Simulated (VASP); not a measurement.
Crystal: Mg.

```
Mg
1.0
     3.20927    0.00000    0.00000
    -1.60464    2.77931    0.00000
     0.00000    0.00000    5.21033
Mg
2
Direct
  0.33333 0.66667 0.25000
  0.66667 0.33333 0.75000
```

- Program: VASP 6.6.1
- Task: relaxation of cell and atoms
- Functional: PBE
- Dispersion: D3(BJ)
- Potentials or basis: VASP PAW PBE potentials, release 64 (Mg)
- Cutoff: 600 eV
- k mesh: 18 × 18 × 8
- Occupations: gaussian, width 0.1 eV
- Spin: no spin polarisation

At the start: pressure -2.5 GPa; volume 23.24 Å³/atom.

**Question.** Where does the relaxation end?

**Answer.** Over 7 steps the energy falls by 13.6 meV/atom and the volume is 21.62 Å³/atom (-7.0 %); space group P6_3/mmc (No. 194, to 0.1 Å) before and after.

The path:
```
step  energy change (eV)  largest force (eV/Å)  pressure (GPa)  volume (Å³)
   1              0.0000                0.0000           -2.51        46.47
   2             -0.0251                0.0000           -0.72        44.07
   3             -0.0270                0.0000           -0.02        43.29
   4             -0.0270                0.0000            0.04        43.23
   5             -0.0272                0.0000            0.03        43.23
   6             -0.0273                0.0000            0.03        43.24
   7             -0.0273                0.0000            0.03        43.24
```

Final structure:
```xyz
2
Lattice="3.1452 0.0000 0.0000 -1.5726 2.7238 0.0000 0.0000 0.0000 5.0473" Properties=species:S:1:pos:R:3 pbc="T T T"
Mg    0.0000    1.8159    1.2618
Mg    1.5726    0.9079    3.7855
```
